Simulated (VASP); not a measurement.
Wanted: the native input for a VASP 6.6.1 run.

```yaml
Task: relaxation of cell and atoms
Functional: PBEsol
Potentials_or_basis: VASP PAW PBE potentials, release 64 (Bi_d)
Cutoff: 500 eV
k_mesh: 8 × 8 × 8
Occupations: gaussian, width 0.05 eV
Spin: no spin polarisation
Target_pressure: 10 GPa
Dipole_correction: no
Further_INCAR_settings: ALGO = Normal; EDIFF = 1e-07; IBRION = 2; EDIFFG = -0.01; NSW = 60; ISIF = 3
```

The structure of Bi lies in POSCAR:

```
Bi
1.0
   -2.0600000000      2.0600000000      2.0600000000
    2.0600000000     -2.0600000000      2.0600000000
    2.0600000000      2.0600000000     -2.0600000000
Bi
1
Direct
    0.0000000000      0.0000000000      0.0000000000
```

This isn't the form of Bi at room conditions, which is rhombohedral.

These files were run (other wordings do the same):

INCAR

```
SYSTEM = Bi
PREC = Accurate ; ENCUT = 500
EDIFF = 1E-7 ; ISMEAR = 0
SIGMA = 0.05 ; LREAL = .False.
LASPH = .True. ; NELM = 120
ALGO = Normal ; ISIF = 3
LWAVE = .False. ; LCHARG = .False.
GGA = PS ; IBRION = 2
NSW = 60 ; EDIFFG = -0.01
PSTRESS = 100.0 ; GGA_COMPAT = .False.
NELMIN = 4
```

KPOINTS

```
Automatic mesh
0
Gamma
  8 8 8
  0 0 0
```

Potentials or basis: VASP PAW PBE potentials, release 64 (Bi_d).

Launch:

```console
$ cat potpaw_PBE.64/Bi_d/POTCAR > POTCAR
$ mpirun -np 1 vasp_std > vasp.out
```

Results of the run:

* Relaxed volume: 26.50 Å³/atom
* Relaxed cell: a = 3.253 Å, b = 3.253 Å, c = 3.253 Å, α = 109.47°, β = 109.47°, γ = 109.47°
* Space group after relaxing (to 0.1 Å): Im-3m (No. 229)
* Energy change on relaxing (the run minimises the enthalpy): -31.2 meV/atom
* Ionic steps: 5
* Pressure after relaxing: 10.0 GPa
* Band gap on the k mesh: zero (an odd number of electrons rules out a gap without spin polarisation)

Caveat: the cell is relaxed towards a set pressure, so the run minimises the enthalpy, not the energy; the volume moved by over 15 % at a fixed basis, so the end points are rough; the PAW data sets were made with another functional, which shifts forces and pressure a little; spin-orbit coupling is left out, which moves the levels of the heavy elements.

It took 49 s on 1 thread of AMD EPYC 7R43 64-Core Processor (Zen 3), on a shared host, peak memory 0.13 GiB.
